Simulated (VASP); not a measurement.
Runs of VASP 6.6.1 on O. The structure is that of space group R-3m (No. 166), or close to it. The cells are those of the table. 

```csv
task,cell,gap on the mesh (eV),pressure (GPa),moment (μB),largest force (eV/Å)
single point,"a = 4.286 Å, angles 47.0°, 2 atoms",1.41,-1.1,2.00,0.93
single point,"a = 4.118 Å, angles 47.0°, 2 atoms",1.18,6.6,2.00,2.88
electric field gradients,"a = 4.203 Å, angles 47.0°, 2 atoms",(b),2.2,2.00,0.77
electric field gradients,"a = 4.118 Å, angles 47.0°, 2 atoms",1.18,6.6,2.00,2.88
single point,"a = 4.245 Å, angles 47.0°, 2 atoms",(a),0.4,2.00,0.13
```

Alike in all rows: level PBE; potentials or basis VASP PAW PBE potentials, release 64 (O); spin collinear, ferromagnetic start; k mesh 8 × 8 × 8; cutoff (eV) 520; smearing fermi-dirac 0.02 eV.

Task: Fill in the values left out.

Result: (a) 1.36; (b) 1.30.

Caveats: the standard files for N, O and F lose accuracy on very short bonds; this functional lacks dispersion, which holds the molecules together, so the pressure and a relaxed volume are unreliable; the stress differs along the axes, from 1 to 17 GPa (at least some runs); forces of over 1 eV/Å act on the atoms, so gaps and moduli don't describe the material at rest (at least some runs); the stress differs along the axes, from -5 to 1 GPa (at least some runs).

A k mesh can miss the band edges.
